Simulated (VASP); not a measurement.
Input of a VASP 6.6.1 run:

Contents of INCAR:

```
PREC = Accurate
ENCUT = 520
EDIFF = 1E-6
ISMEAR = -1
SIGMA = 0.05
LREAL = False
LASPH = True
NELM = 80
ALGO = Normal
ISIF = 2
LWAVE = False
LCHARG = False
GGA = PE
NBANDS = 44
```

KPOINTS

```
regular mesh
0
Gamma
  6 6 6
```

Contents of POSCAR:

```
SiO2
1.0
   -2.6747874921      4.8704391232      4.5287885026
    2.6747874921     -4.8704391232      4.5287885026
    2.6747874921      4.8704391232     -4.5287885026
Si O
4 8
Direct
    0.2603409800      0.8449448900      0.4153960900
    0.0704512000      0.1550551100      0.9153960900
    0.7396590200      0.1550551100      0.5846039100
    0.9295488000      0.8449448900      0.0846039100
    0.5000000000      0.0000000000      0.5000000000
    0.0000000000      0.0000000000      0.0000000000
    0.7931754100      0.0000000000      0.2931754100
    0.2068245900      0.5000000000      0.2068245900
    0.2068245900      0.0000000000      0.7068245900
    0.7931754100      0.5000000000      0.7931754100
    0.8693111300      0.1193111300      0.7500000000
    0.1306888700      0.8806888700      0.2500000000
```

Potentials or basis: VASP PAW PBE potentials, release 64 (Si, O).

Command:

```bash
$ cat potpaw_PBE.64/Si/POTCAR potpaw_PBE.64/O/POTCAR > POTCAR
$ mpirun -np 1 vasp_std > vasp.out
```

(1) Estimate the largest force.

(2) Predict the band gap on the k mesh.

(3) Estimate the pressure.

Results:

(1) 0.163 eV/Å.

(2) 5.24 eV, direct.

(3) -4.0 GPa.
